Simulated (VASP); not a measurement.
# LiF (Pm-3m) in VASP: notebook, part 2 of 2

VASP 6.6.1.

## Step 4: G0W0 quasiparticle levels, PBE

Input file POSCAR:

```
LiF
1.0
    2.5162584520      0.0000000000      0.0000000000
    0.0000000000      2.5162584520      0.0000000000
    0.0000000000      0.0000000000      2.5162584520
Li F
1 1
Direct
    0.0000000000      0.0000000000      0.0000000000
    0.5000000000      0.5000000000      0.5000000000
```

Input file INCAR.step1:

```
PREC = Accurate
ENCUT = 500
EDIFF = 1E-8
ISMEAR = 0
SIGMA = 0.01
LREAL = F
LASPH = T
NELM = 60
ALGO = Normal
LWAVE = T
LCHARG = F
GGA = PE
```

Input file INCAR.step2:

```
PREC = Accurate
ENCUT = 500
EDIFF = 1E-8
ISMEAR = 0
SIGMA = 0.01
LREAL = F
LASPH = T
NELM = 1
ALGO = Exact
LWAVE = T
LCHARG = F
GGA = PE
NBANDS = 51
LOPTICS = T
ISTART = 1
```

Input file INCAR.step3:

```
PREC = Accurate
ENCUT = 500
EDIFF = 1E-8
ISMEAR = 0
SIGMA = 0.01
LREAL = F
LASPH = T
ALGO = EVGW0
LWAVE = F
LCHARG = F
GGA = PE
NELMGW = 1
NBANDS = 51
ENCUTGW = 120.0
NOMEGA = 96
PRECFOCK = Fast
ISTART = 1
NBANDSGW = 12
OMEGAMAX = 20
```

Input file KPOINTS:

```
Automatic mesh
0
Gamma
  6 6 6
```

Potentials or basis: VASP PAW PBE potentials, release 64 (Li_GW, F_GW).

Run with:

```console
> cat potpaw_PBE.64/Li_GW/POTCAR potpaw_PBE.64/F_GW/POTCAR > POTCAR
> cp INCAR.step1 INCAR
> mpirun -np 1 vasp_std > vasp.out
> cp INCAR.step2 INCAR
> mpirun -np 1 vasp_std > vasp.out
> cp INCAR.step3 INCAR
> mpirun -np 1 vasp_std > vasp.out
```

OUTCAR:

```text
PREC = Accurate
   ENCUT = 500
   EDIFF = 1E-8
   ISMEAR = 0
   LREAL = F
   LASPH = T
   GGA = PE
   NELMGW = 1
   ENCUTGW = 120.0
   PRECFOCK = Fast
   ISTART = 1

 ion  position               nearest neighbor table
   1  0.000  0.000  0.000-   2 2.18   2 2.18   2 2.18   2 2.18   2 2.18   2 2.18   2 2.18   2 2.18

   2  0.500  0.500  0.500-   1 2.18   1 2.18   1 2.18   1 2.18   1 2.18   1 2.18   1 2.18   1 2.18

  LATTYP: Found a simple cubic cell.
 ALAT       =     2.5162584520

  Lattice vectors:

 A1 = (   2.5162584520,   0.0000000000,   0.0000000000)
 A2 = (   0.0000000000,   2.5162584520,   0.0000000000)
 A3 = (   0.0000000000,   0.0000000000,   2.5162584520)

Analysis of symmetry for initial positions (statically):
=====================================================================
 Subroutine PRICEL returns:
 Original cell was already a primitive cell.

 Routine SETGRP: Setting up the symmetry group for a
 simple cubic supercell.

 Subroutine GETGRP returns: Found 48 space group operations
 (whereof 48 operations were pure point group operations)
 out of a pool of 48 trial point group operations.

The static configuration has the point symmetry O_h .

Analysis of symmetry for dynamics (positions and initial velocities):
=====================================================================
 Subroutine PRICEL returns:
 Original cell was already a primitive cell.

 Routine SETGRP: Setting up the symmetry group for a
 simple cubic supercell.

 Subroutine GETGRP returns: Found 48 space group operations
 (whereof 48 operations were pure point group operations)
 out of a pool of 48 trial point group operations.

The dynamic configuration has the point symmetry O_h .

 Subroutine INISYM returns: Found 48 space group operations
 (whereof 48 operations are pure point group operations),
 and found     1 'primitive' translations

----------------------------------------------------------------------------------------

                                     Primitive cell

  volume of cell :      15.9318

  direct lattice vectors                    reciprocal lattice vectors
     2.516258452  0.000000000  0.000000000     0.397415456  0.000000000  0.000000000
     0.000000000  2.516258452  0.000000000     0.000000000  0.397415456  0.000000000
     0.000000000  0.000000000  2.516258452     0.000000000  0.000000000  0.397415456

  length of vectors
     2.516258452  2.516258452  2.516258452     0.397415456  0.397415456  0.397415456

  position of ions in fractional coordinates (direct lattice)
     0.000000000  0.000000000  0.000000000
     0.500000000  0.500000000  0.500000000

  ion indices of the primitive-cell ions
   primitive index   ion index
                 1           1
                 2           2

----------------------------------------------------------------------------------------

 KPOINTS: Automatic mesh

Automatic generation of k-mesh.
 Grid dimensions read from file:
 generate k-points for:    6    6    6

 Generating k-lattice:

  Cartesian coordinates                     Fractional coordinates (reciprocal lattice)
     0.066235909  0.000000000  0.000000000     0.166666667  0.000000000  0.000000000
     0.000000000  0.066235909  0.000000000     0.000000000  0.166666667  0.000000000
     0.000000000  0.000000000  0.066235909     0.000000000  0.000000000  0.166666667

  Length of vectors
     0.066235909  0.066235909  0.066235909

  Shift w.r.t. Gamma in fractional coordinates (k-lattice)
     0.000000000  0.000000000  0.000000000

 Subroutine IBZKPT returns following result:
 ===========================================

 Found     20 irreducible k-points:

 Following reciprocal coordinates:
            Coordinates               Weight
  0.000000  0.000000  0.000000      1.000000
  0.166667  0.000000  0.000000      6.000000
  0.333333  0.000000  0.000000      6.000000
  0.500000  0.000000  0.000000      3.000000
  0.166667  0.166667  0.000000     12.000000
  0.333333  0.166667  0.000000     24.000000
[... 12 lines left out ...]
  0.500000  0.500000  0.333333      6.000000
  0.500000  0.500000  0.500000      1.000000
   k-points           NKPTS =     20   k-points in BZ     NKDIM =    216   number of bands    NBANDS=     51
   number of dos      NEDOS =    301   number of ions     NIONS =      2
   total plane-waves  NPLWV =   5832
   dimension x,y,z NGX =    18 NGY =   18 NGZ =   18
   dimension x,y,z NGXF=    36 NGYF=   36 NGZF=   36
   ions per type =               1   1
   NGX,Y,Z   is equivalent  to a cutoff of  11.89, 11.89, 11.89 a.u.
   NGXF,Y,Z  is equivalent  to a cutoff of  23.78, 23.78, 23.78 a.u.
 SYSTEM =  unknown system
   PREC   = accura    normal or accurate (medium, high low for compatibility)
   ISTART =      1    job   : 0-new  1-cont  2-samecut
   ICHARG =      0    charge: 1-file 2-atom 10-const
   ISPIN  =      1    spin polarized calculation?
   LNONCOLLINEAR =      F non collinear calculations
   LSORBIT =      F    spin-orbit coupling
   LASPH  =      T    aspherical Exc in radial PAW
   ENCUT  =  500.0 eV  36.75 Ry    6.06 a.u.   4.59  4.59  4.59*2*pi/ulx,y,z
   NELM   =     60;   NELMIN=  2; NELMDL=  0     # of ELM steps
   EDIFF  = 0.1E-07   stopping-criterion for ELM
   LREAL  =      F    real-space projection
   EDIFFG = 0.1E-06   stopping-criterion for IOM
   NSW    =      0    number of steps for IOM
   IBRION =     -1    ionic relax: 0-MD 1-quasi-New 2-CG
   NFREE  =      0    steps in history (QN), initial steepest desc. (CG)
   ISIF   =      0    stress and relaxation
   ISYM   =      3    0-nonsym 1-usesym 2-fastsym
   POTIM  = 0.5000    time-step for ionic-motion
   TEBEG  =    0.0;   TEEND  =   0.0 temperature during run
   PSTRESS=    0.0 pullay stress
   NELECT =       8.0000    total number of electrons
   NUPDOWN=      -1.0000    fix difference up-down
   EMIN   =  10.00;   EMAX   =-10.00  energy-range for DOS
   EFERMI =   0.00;   METHOD = LEGACY
   ISMEAR =     0;   SIGMA  =   0.01  broadening in eV -4-tet -1-fermi 0-gaus
   EFERMI_NEDOS =   21; number of points for ismear=-14 and -15
   IALGO  =     38    algorithm
   IMIX   =      4    mixing-type and parameters
     AMIX     =   0.40;   BMIX     =  1.00
     AMIX_MAG =   1.60;   BMIX_MAG =  1.00
  volume/ion in A,a.u.               =       7.97        53.76
  Fermi-wavevector in a.u.,A,eV,Ry     =   1.301217  2.458943 23.036902  1.693165
  Thomas-Fermi vector in A             =   2.432365
   LORBIT       =      0    0 simple, 1 ext, 2 COOP (PROOUT), +10 PAW based schemes
   GGA     = PE    functional components
   LHFCALC =     T    Hartree Fock is set to
   PRECFOCK=fast      Normal, Fast or Accurate (Low or Medium for compatibility)
   ENCUT4O =  -1.0   cutoff for four orbital integrals eV
   NKREDX  =     1    reduce k-point grid by
   NKREDY  =     1    reduce k-point grid by
   NKREDZ  =     1    reduce k-point grid by
   AEXX    =    1.0000 exact exchange contribution
   HFSCREEN=    0.0000 screening length (either q_TF or 0.3 A-1)
   HFSCREENC=   0.0000 screening length for correlation (either q_TF or 0.3 A-1)
   ENCUTFOCK=  -1.0 apply spherical cutoff to Coloumb kernel
   IVDW    =     0    specifies the selected vdW correction
   LEPSILON=     F    determine dielectric tensor
   LRPA    =     F    only Hartree local field effects (RPA)
   LRPAFORCE           =     F    calculate RPA forces
   ENCUTGW             = 120.0    cutoff for response function in eV
   ENCUTGWSOFT         =  96.0    soft cutoff for Coulomb kernel in GW response function in eV
   ENCUTLF             =  -1.0    cutoff for local field effects
   NELMGW              =     1    number of iterations in solving QP/BSE equation
   NELMHF              =     1    number of iterations in the inner HF iteration
   NKREDLFX            =     1    NKREDLFY  =   1   NKREDLFZ  =   1
 non-spin polarized calculation
 Gauss-broadening in eV      SIGMA  =   0.01
  energy-cutoff  :      500.00
  volume of cell :       15.93
 maximum number of plane-waves:       437
  NGX = 12; NGY = 12; NGZ = 12
   NGX =  9   NGY =  9   NGZ =  9
 maximum number of plane-waves:        57
 NGX is ok and might be reduce to    10

 QP shifts <psi_nk| G(iteration)W_0 |psi_nk>: iteration 1
 for sc-GW calculations column KS-energies equals QP-energies in previous step
 and V_xc(KS)=  KS-energies - (<T + V_ion + V_H > + <T+V_H+V_ion>^1  + <V_x>^1)

 k-point   1 :       0.0000    0.0000    0.0000
  band No.  KS-energies  QP-energies   sigma(KS)   V_xc(KS)     V^pw_x(r,r')   Z            occupation Imag(sigma)

      1     -22.8467     -27.6446     -27.7830     -22.1185     -36.3525       0.8470       2.0000       1.0391
      2      -2.5315      -4.9390     -25.5390     -22.5618     -30.3075       0.8087       2.0000       0.0531
      3      -2.5315      -4.9390     -25.5390     -22.5618     -30.3075       0.8087       2.0000       0.0531
      4      -2.5315      -4.9390     -25.5390     -22.5618     -30.3075       0.8087       2.0000       0.0531
      5       6.1030       7.7108      -8.6774     -10.5078      -5.5548       0.8784       0.0000      -0.0371
      6      17.3550      18.8577      -6.4765      -8.2250      -2.7645       0.8594       0.0000      -0.0630
      7      17.3550      18.8577      -6.4765      -8.2250      -2.7645       0.8594       0.0000      -0.0630
      8      19.6889      22.0919      -6.6716      -9.5837      -2.6612       0.8252       0.0000      -0.1001
      9      19.6889      22.0919      -6.6716      -9.5837      -2.6612       0.8252       0.0000      -0.1001
     10      19.6889      22.0919      -6.6716      -9.5837      -2.6612       0.8252       0.0000      -0.1001
     11      37.5097      40.2059      -7.1926     -10.2985      -3.0590       0.8681       0.0000      -0.6308
     12      37.5097      40.2059      -7.1926     -10.2985      -3.0590       0.8681       0.0000      -0.6308
[... 292 lines left out ...]
      1     -21.2389     -26.0686     -29.3527     -23.8050     -37.8351       0.8706       2.0000       1.0445
      2      -4.2271      -6.9033     -24.3020     -20.9476     -29.1222       0.7978       2.0000       0.0639
      3      -4.2271      -6.9033     -24.3020     -20.9476     -29.1222       0.7978       2.0000       0.0639
      4      -4.2271      -6.9033     -24.3020     -20.9476     -29.1222       0.7978       2.0000       0.0639
      5       9.4493      11.2055      -5.4563      -7.4393      -2.1640       0.8857       0.0000      -0.0357
      6       9.4493      11.2055      -5.4563      -7.4393      -2.1640       0.8857       0.0000      -0.0357
      7       9.4493      11.2055      -5.4563      -7.4393      -2.1640       0.8857       0.0000      -0.0357
      8      23.1038      25.6048     -10.8094     -13.7761      -6.1964       0.8430       0.0000      -0.5023
      9      23.1038      25.6048     -10.8094     -13.7761      -6.1964       0.8430       0.0000      -0.5023
     10      23.1038      25.6048     -10.8094     -13.7761      -6.1964       0.8430       0.0000      -0.5023
     11      24.6017      26.3370      -5.3834      -7.4696      -0.8960       0.8318       0.0000      -0.4006
     12      40.6391      45.3210      -9.7125     -13.9149      -5.0820       1.1141       0.0000      -1.4885
```

It took 2.5 min on 1 thread of Intel Xeon Platinum 8259CL at 2.50GHz (Skylake/Cascade Lake), shared host; peak memory 0.26 GiB.

What came out:

```yaml
Quasiparticle_gap: 11.80 eV
Least_direct_quasiparticle_gap: 12.65 eV
Band_gap_of_the_starting_levels_on_the_mesh: 7.90 eV
Least_direct_gap_of_the_starting_levels_on_the_mesh: 8.63 eV
```

Caveat: the k points lie up to 0.42 Å⁻¹ apart; bands, screening cutoff and mesh are small and nothing is extrapolated, so the quasiparticle values aren't converged; the structure was generated, so it needn't be the stable form of LiF.

## Step 5: Summary

| task | level | potentials or basis | k mesh | cutoff (eV) | GW scheme | GW iterations | cutoff of the response function | frequency points | empty bands | gap on the mesh (eV) |
| --- | --- | --- | --- | --- | --- | --- | --- | --- | --- | --- |
| dielectric tensor | PBE | VASP PAW PBE potentials, release 64 (Li_sv, F) | 8 × 8 × 8 | 520 | - | - | - | - | - | 7.95 |
| dielectric tensor | r2SCAN | VASP PAW PBE potentials, release 64 (Li_sv, F) | 8 × 8 × 8 | 520 | - | - | - | - | - | 9.12 |
| G0W0 quasiparticle levels | PBE | VASP PAW PBE potentials, release 64 (Li_GW, F_GW) | 6 × 6 × 6 | 500 | G0W0 | 1 | 120 | 96 | 47 | - |

Alike in all rows: no spin polarisation; cell a = 2.516 Å, 2 atoms; smearing gaussian 0.01 eV.

Caveats: some runs use coarse meshes; the structure was generated, so it needn't be the stable form of LiF; bands, screening cutoff and mesh are small and nothing is extrapolated, so the quasiparticle values aren't converged (at least some runs).

Total energies depend on the potentials used, so only differences within one code and one set of settings carry meaning.
